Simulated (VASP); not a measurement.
Crystal: Ta3AsAu2O13.

```
Ta As Au O
1.0
     5.45204    0.00000    0.00000
    -2.72602    4.72161    0.00000
     0.00000    0.00000    9.57902
Ta As Au O
3 1 2 13
Direct
  0.00000 0.00000 0.19408
  0.00000 0.00000 0.80592
  0.66667 0.33333 0.00000
  0.00000 0.00000 0.50000
  0.33333 0.66667 0.27428
  0.33333 0.66667 0.72572
  0.00000 0.00000 0.00000
  0.23947 0.97129 0.36402
  0.02871 0.26818 0.36402
  0.73182 0.76053 0.36402
  0.23947 0.97129 0.63598
  0.02871 0.26818 0.63598
  0.73182 0.76053 0.63598
  0.38452 0.33425 0.85844
  0.66575 0.05026 0.85844
  0.94974 0.61548 0.85844
  0.38452 0.33425 0.14156
  0.66575 0.05026 0.14156
  0.94974 0.61548 0.14156
```

Base run:

| Property | Result |
| --- | --- |
| Program | VASP 6.6.1 |
| Functional | revPBE |
| Potentials or basis | VASP PAW PBE potentials, release 64 (Ta_pv, As, Au, O) |
| Cutoff | 520 eV |
| k mesh | 4 × 4 × 2 |
| Occupations | fermi-dirac, width 0.05 eV |
| Spin | no spin polarisation |

Its results: band gap on the k mesh zero (bands 69 and 70 overlap by 0.06 eV); pressure 3.3 GPa; largest force 0.315 eV/Å.

Q: The run is repeated on the same cell with these changes: functional from revPBE to LDA; potentials or basis from VASP PAW PBE potentials, release 64 (Ta_pv, As, Au, O) to VASP PAW LDA potentials, release 64 (Ta_pv, As, Au, O). What comes out?

A: Band gap on the k mesh zero (bands 69 and 70 overlap by 0.05 eV); pressure -10.2 GPa; largest force 0.437 eV/Å.

Caveats: spin-orbit coupling is left out, which moves the levels of the heavy elements; the cell stands under pressure (at least some runs); the PAW data sets were made with another functional, which shifts forces and pressure a little (at least some runs); the cell stands under tension (at least some runs).
